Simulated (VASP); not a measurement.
Be: relaxation of cell and atoms with PBE

Crystal: Be.

```xyz
1
Lattice="-1.2552 1.2552 1.2552 1.2552 -1.2552 1.2552 1.2552 1.2552 -1.2552" Properties=species:S:1:pos:R:3 pbc="T T T"
Be    0.0000    0.0000    0.0000
```

```yaml
Program: VASP 6.6.1
Task: relaxation of cell and atoms
Functional: PBE
Potentials_or_basis: VASP PAW PBE potentials, release 64 (Be)
Cutoff: 600 eV
k_mesh: 21 × 21 × 21
Occupations: fermi-dirac, width 0.08 eV
Spin: no spin polarisation
Dipole_correction: no
Further_INCAR_settings: ALGO = Normal; EDIFF = 1e-06; IBRION = 2; EDIFFG = -0.005; NSW = 60; ISIF = 3
```

```
Relaxed volume                         : 7.83 Å³/atom
Relaxed cell                           : a = 2.166 Å, b = 2.166 Å, c = 2.166 Å, α = 109.47°, β = 109.47°, γ = 109.47°
Space group after relaxing (to 0.05 Å) : Im-3m (No. 229)
Energy gained by relaxing              : 0.3 meV/atom
Ionic steps                            : 3
Pressure after relaxing                : 0.0 GPa
Band gap on the k mesh                 : zero (band 1 reaches 11.45 eV, above the bottom of band 2 at 6.61 eV)
```

Step by step:
```tsv
step	energy change (eV)	largest force (eV/Å)	pressure (GPa)	volume (Å³)
1	0.0000	0.0000	-1.30	7.91
2	-0.0003	0.0000	-0.17	7.84
3	-0.0003	0.0000	0.00	7.83
```

Final structure:
```cif
data_structure
_symmetry_space_group_name_H-M 'P 1'
_symmetry_Int_Tables_number 1
_cell_length_a 2.1663
_cell_length_b 2.1663
_cell_length_c 2.1663
_cell_angle_alpha 109.471
_cell_angle_beta 109.471
_cell_angle_gamma 109.471
_cell_volume 7.83
loop_
_atom_site_label
_atom_site_type_symbol
_atom_site_fract_x
_atom_site_fract_y
_atom_site_fract_z
_atom_site_occupancy
Be1 Be 0.00000 0.00000 0.00000 1
```

Levels at points of the mesh, in eV from the Fermi level:
```tsv
k point	band 1	band 2	band 3	band 4	band 5
(0.00, 0.00, 0.00)	-12.21	19.50	19.50	19.50	30.88
```

It took 24 s on 1 thread of AMD EPYC 7R43 64-Core Processor (Zen 3), on a shared host, peak memory 0.08 GiB.
